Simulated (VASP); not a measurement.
Input of a VASP 6.6.1 run:

File INCAR:

```
ALGO = Normal
EDIFF = 1E-6
ENCUT = 520
GGA = PS
ISIF = 2
ISMEAR = -1
LASPH = T
LCHARG = T
LELF = T
LREAL = F
LVHAR = T
LWAVE = F
NBANDS = 21
NELM = 100
PREC = Accurate
SIGMA = 0.05
```

The input KPOINTS:

```
k-points
0
Gamma
  6 6 6
```

File POSCAR:

```
Sn
1.0
    0.0000000000      3.1686759440      3.2333428000
    3.1686759440      0.0000000000      3.2333428000
    3.1686759440      3.1686759440      0.0000000000
Sn
2
Direct
    0.7500000000      0.7500000000      0.7500000000
    0.5000000000      0.5000000000      0.5000000000
```

Potentials or basis: VASP PAW PBE potentials, release 64 (Sn_d).

Command:

```console
$ cat potpaw_PBE.64/Sn_d/POTCAR > POTCAR
$ mpirun -np 1 vasp_std > vasp.out
```

Predict the band gap on the k mesh.

zero (band 14 reaches 6.19 eV, above the bottom of band 15 at 6.09 eV).

Estimate the pressure.

3.7 GPa.

Stress tensor (GPa, compression positive):
```
3.91 0.00 0.00
0.00 3.91 0.00
0.00 0.00 3.29
```

Caveat: the PAW data sets were made with another functional, which shifts forces and pressure a little; spin-orbit coupling is left out, which moves the levels of the heavy elements.
